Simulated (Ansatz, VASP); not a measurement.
**One calculation of TiTe, two programs**

```
Ti Te
1.0
     4.67733    0.00000    0.00000
    -2.33867    4.05069    0.00000
     0.00000    0.00000    7.66039
Ti Te
2 2
Direct
  0.66667 0.33333 0.00000
  0.33333 0.66667 0.50000
  0.66667 0.33333 0.62520
  0.33333 0.66667 0.12520
```

Alike in both runs: task single point; functional PBEsol; k mesh 5 × 5 × 3; occupations gaussian, width 0.05 eV; collinear spin; Hubbard terms Ti d U = 5.0 eV.

|  | VASP | Ansatz |
| --- | --- | --- |
| version | VASP 6.6.1 | Ansatz 0.2.0 |
| potentials or method | VASP PAW PBE potentials, release 64 (Ti_sv, Te), cutoff 520 eV | scalar-relativistic, plane waves, PAW |
| valence electrons in the cell | 36 | 56 |

```csv
,VASP,Ansatz,Ansatz less VASP
gap on the k mesh at the Fermi level (eV),1.87,2.44,+0.570
least direct gap on the mesh (eV),1.88,2.65,+0.768
pressure (GPa),0.2,0.8,+0.61
"traceless stress, the component that is largest in VASP (GPa)",-0.24,-0.20,+0.037
rms of the force components (eV/Å),0.030,0.026,-0.0048
net moment per atom (μB),1.00,1.00,0.000
size of the moment on the site where the two differ most (μB),0.04,0.05,+0.006
```

VASP's potentials were made for PBE, not for PBEsol. Site moments also hang on the region over which each program counts them. The programs project onto different local orbitals, so the same U acts differently, and such runs can settle in different states. Atom by atom the forces differ by 0.005 eV/Å (rms over components). VASP's potentials hold 36 valence electrons a cell and Ansatz's 56, so a difference there can come from the potentials and not from the codes. Ansatz's warnings: stress scf threshold loose.

Neither program's run includes spin-orbit coupling.
